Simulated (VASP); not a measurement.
A run of VASP 6.6.1 is set up as follows.

The input INCAR:

```
PREC     = Accurate       # precision mode
ENCUT    = 520            # plane-wave cutoff, eV
EDIFF    = 1E-6           # SCF threshold, eV
ISMEAR   = -1             # smearing method
SIGMA    = 0.05           # smearing width, eV
LREAL    = False          # projectors in reciprocal space
LASPH    = True           # aspherical terms in the spheres
NELM     = 100            # most SCF steps
ALGO     = Normal         # electronic algorithm
ISIF     = 2              # what is computed and relaxed
LWAVE    = False          # write WAVECAR
LCHARG   = False          # write CHGCAR
GGA      = PE             # functional
NBANDS   = 18             # bands
```

The input KPOINTS:

```
Automatic mesh
0
Gamma
  19 19 10
```

The input POSCAR:

```
Cu
1.0
    2.2770582367      0.0000000000      0.0000000000
   -1.1385291183      1.9719902789      0.0000000000
    0.0000000000      0.0000000000      3.7404291480
Cu
2
Direct
    0.3333333333      0.6666666667      0.2500000000
    0.6666666667      0.3333333333      0.7500000000
```

Potentials or basis: VASP PAW PBE potentials, release 64 (Cu).

The run is started by

```bash
$ cat potpaw_PBE.64/Cu/POTCAR > POTCAR
$ mpirun -np 1 vasp_std > vasp.out
```

Q: Predict the pressure.

A: 120.5 GPa.

Q: Estimate the band gap on the k mesh.

A: Zero (band 11 reaches 17.41 eV, above the bottom of band 12 at 10.13 eV).
